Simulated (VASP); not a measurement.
SnO2: single point with r2SCAN

Crystal: SnO2.

```xyz
6
Lattice="4.7599 0.0000 0.0000 0.0000 4.7599 0.0000 0.0000 0.0000 3.2647" Properties=species:S:1:pos:R:3 pbc="T T T"
Sn    2.3800    2.3800    1.6324
Sn    0.0000    0.0000    0.0000
O     1.4596    1.4596    0.0000
O     3.8396    0.9204    1.6324
O     0.9204    3.8396    1.6324
O     3.3003    3.3003    0.0000
```

This cell differs from its parent crystal: strain along c alone, the other axes held: +2.0 %, then relaxed in part.

```json
{"Program": "VASP 6.6.1", "Task": "single point", "Functional": "r2SCAN", "Potentials or basis": "VASP PAW PBE potentials, release 64 (Sn_d, O)", "Cutoff": "520 eV", "k mesh": "6 × 6 × 8", "Occupations": "gaussian, width 0.02 eV", "Spin": "no spin polarisation", "Dipole correction": "no", "Further INCAR settings": "ALGO = Normal; EDIFF = 1e-07; NBANDS = 35"}
```

```json
{
 "Pressure": "-3.7 GPa",
 "Largest force": "0.018 eV/Å",
 "Band gap on the k mesh": "1.51 eV"
}
```

Forces in eV/Å, atoms in the order of the input:
```
Sn   0.000  0.000  0.000
Sn   0.000  0.000  0.000
O   -0.013 -0.013  0.000
O   -0.013  0.013  0.000
O    0.013 -0.013  0.000
O    0.013  0.013  0.000
```

Stress tensor (GPa, compression positive):
```
-2.02  0.00  0.00
 0.00 -2.02  0.00
 0.00  0.00 -6.94
```

Levels at points of the mesh, in eV from the valence-band top:
```
           k point  band 22  band 23  band 24  band 25  band 26  band 27  band 28  band 29  band 30  band 31
(0.00, 0.00, 0.00)    -1.26    -1.26    -0.73    -0.73     0.00     1.51     6.41     6.80     6.80    11.07
(0.50, 0.00, 0.00)    -1.91    -1.21    -1.21    -0.59    -0.59     4.76     4.76     7.53     7.53    11.76
(0.50, 0.50, 0.00)    -1.92    -1.35    -1.35    -0.85    -0.85     5.13     5.13     7.96     7.96    11.80
(0.00, 0.00, 0.50)    -2.54    -1.62    -1.62    -1.23    -1.23     6.61     6.61    10.43    10.43    11.15
(0.50, 0.00, 0.50)    -1.69    -1.05    -1.05    -0.65    -0.65     6.90     6.90     8.77     8.77    11.54
(0.50, 0.50, 0.50)    -2.28    -0.92    -0.92    -0.79    -0.79     5.36     5.36     9.53     9.53    11.53
```

Run time: 2.4 min on 1 thread of Intel(R) Xeon(R) 6975P-C (Granite Rapids) (shared host), peak memory 0.24 GiB.

Caveat: the cell differs from its parent crystal (strain along c alone, the other axes held: +2.0 %, then relaxed in part); the cell stands under tension; the PAW data sets were made with another functional, which shifts forces and pressure a little; spin-orbit coupling is left out, which moves the levels of the heavy elements.
